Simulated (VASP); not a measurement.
Here is a VASP 6.6.1 calculation.

The input INCAR:

```
ALGO = Normal
EDIFF = 1E-6
ENCUT = 520
GGA = CA
ISIF = 2
ISMEAR = -1
LASPH = True
LCHARG = False
LREAL = False
LWAVE = False
NBANDS = 22
NELM = 60
PREC = Accurate
SIGMA = 0.05
```

File KPOINTS:

```
k-points
0
Gamma
  9 9 9
```

POSCAR

```
GeCN2
1.0
    1.8173955815      1.0492738282      4.9867272349
   -1.8173955815      1.0492738282      4.9867272349
    0.0000000000     -2.0985476564      4.9867272349
Ge N C
1 2 1
Direct
    0.0000000000      0.0000000000      0.0000000000
    0.5839044000      0.5839044000      0.5839044000
    0.4160956000      0.4160956000      0.4160956000
    0.5000000000      0.5000000000      0.5000000000
```

Potentials or basis: VASP PAW LDA potentials, release 64 (Ge_d, N, C).

Command:

```bash
$ cat potpaw_LDA.64/Ge_d/POTCAR potpaw_LDA.64/N/POTCAR potpaw_LDA.64/C/POTCAR > POTCAR
$ mpirun -np 1 vasp_std > vasp.out
```

(1) Estimate the pressure.

(2) What does it give for the band gap on the k mesh?

(3) What does it give for the largest force?

Answers

(1) -10.8 GPa.

(2) 1.04 eV, indirect (least direct gap 1.88 eV).

(3) 1.250 eV/Å.

Caveat: forces of over 1 eV/Å act on the atoms, so gaps and moduli don't describe the material at rest.
